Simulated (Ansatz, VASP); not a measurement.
One calculation of Be3H, two programs

```
CELL_PARAMETERS angstrom
2.35266 -2.92507 0.00000
2.35266 2.92507 0.00000
-0.53720 0.00000 4.40016
ATOMIC_POSITIONS crystal
Be 0.00351 0.61629 0.31545
Be 0.93562 0.39548 0.78149
Be 0.61629 0.00351 0.31545
Be 0.39548 0.93562 0.78149
Be 0.45342 0.45342 0.03670
Be 0.47064 0.47064 0.53300
H 0.99759 0.99759 0.31587
H 0.12744 0.12744 0.92053
```

Change from the starting cell: the structure that the rattled Cu3Au (L1_2) type (Pm-3m, No. 221) fell into.

Alike in both runs: task relaxation of cell and atoms; functional PBE; k mesh 10 × 10 × 8; occupations gaussian, width 0.1 eV; no spin polarisation.

```csv
,VASP,Ansatz
version,VASP 6.6.1,Ansatz 0.2.0
potentials or method,"VASP PAW PBE potentials, release 64 (Be, H), cutoff 600 eV","scalar-relativistic, plane waves, PAW"
valence electrons in the cell,14,14
```

Ansatz gave:

| Property | Result |
| --- | --- |
| gap on the k mesh at the Fermi level, each at its own relaxed structure (eV) | none |
| relaxed volume (Å³/atom) | 7.59 |
| relaxed length of the cell vector where the two differ most in proportion (Å) | 4.444 |

What did VASP give for the same quantities?

gap on the k mesh at the Fermi level, each at its own relaxed structure (eV): none; relaxed volume (Å³/atom): 7.60; relaxed length of the cell vector where the two differ most in proportion (Å): 4.446.

A gap of «none» marks a metal or a gap that the smearing closes.
